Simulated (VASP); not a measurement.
## NaH: single point with PBE

Crystal: NaH.

```
Na H
1.0
     5.59116    0.00000    0.00000
    -2.79558    4.84209    0.00000
     0.00000    0.00000    2.75190
Na H
2 2
Cartesian
  0.0000 3.2281 0.0000
  2.7956 1.6140 0.0000
  0.0000 0.0000 0.0000
  0.0000 0.0000 1.3759
```

- Program: VASP 6.6.1
- Task: single point
- Functional: PBE
- Potentials or basis: VASP PAW PBE potentials, release 64 (Na_pv, H)
- Cutoff: 500 eV
- k mesh: 12 × 12 × 16
- Occupations: gaussian, width 0.1 eV
- Spin: no spin polarisation
- Dipole correction: no
- Further INCAR settings: ALGO = Normal; EDIFF = 1e-06; NBANDS = 16

| Quantity | Value |
| --- | --- |
| Pressure | -0.1 GPa |
| Band gap on the k mesh | zero (band 8 reaches 1.31 eV, above the bottom of band 9 at -0.89 eV) |

Levels at points of the mesh, in eV from the Fermi level:
| k point | band 6 | band 7 | band 8 | band 9 | band 10 | band 11 |
| --- | --- | --- | --- | --- | --- | --- |
| (0.00, 0.00, 0.00) | -25.28 | -6.97 | -1.71 | 2.20 | 2.20 | 2.56 |
| (0.50, 0.00, 0.00) | -25.28 | -6.77 | -2.08 | -0.22 | 0.91 | 4.88 |
| (0.00, 0.00, 0.50) | -25.31 | -2.17 | -2.15 | 2.54 | 3.98 | 6.11 |
| (0.50, 0.00, 0.50) | -25.31 | -2.02 | -1.98 | 2.24 | 3.47 | 3.80 |

Wall time 2.8 min on 1 thread of Intel Xeon 8259CL, on a shared host, peak memory 0.28 GiB.
